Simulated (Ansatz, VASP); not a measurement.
## TiSe in VASP and in Ansatz

```xyz
4
Lattice="3.4362 0.0000 0.0000 -1.7181 2.9758 0.0000 0.0000 0.0000 6.0053" Properties=species:S:1:pos:R:3 pbc="T T T"
Ti    0.0000    0.0000    0.0000
Ti    0.0000    0.0000    3.0027
Se    0.0000    1.9839    1.5013
Se    1.7181    0.9919    4.5040
```

Alike in both runs: task single point; functional PBEsol; k mesh 9 × 9 × 6; occupations gaussian, width 0.05 eV; no spin polarisation.

|  | VASP | Ansatz |
| --- | --- | --- |
| version | VASP 6.6.1 | Ansatz 0.2.0 |
| potentials or method | VASP PAW PBE potentials, release 64 (Ti_sv, Se), cutoff 520 eV | scalar-relativistic, plane waves, PAW |
| valence electrons in the cell | 36 | 56 |

```tsv
	VASP	Ansatz	Ansatz less VASP
gap on the k mesh at the Fermi level (eV)	none	none	-
pressure (GPa)	15.8	15.4	-0.37
traceless stress, the component that is largest in VASP (GPa)	10.93	10.94	+0.005
```

VASP's potentials were made for PBE, not for PBEsol. A gap of «none» marks a metal or a gap that the smearing closes. VASP's potentials hold 36 valence electrons a cell and Ansatz's 56, so a difference there can come from the potentials and not from the codes.
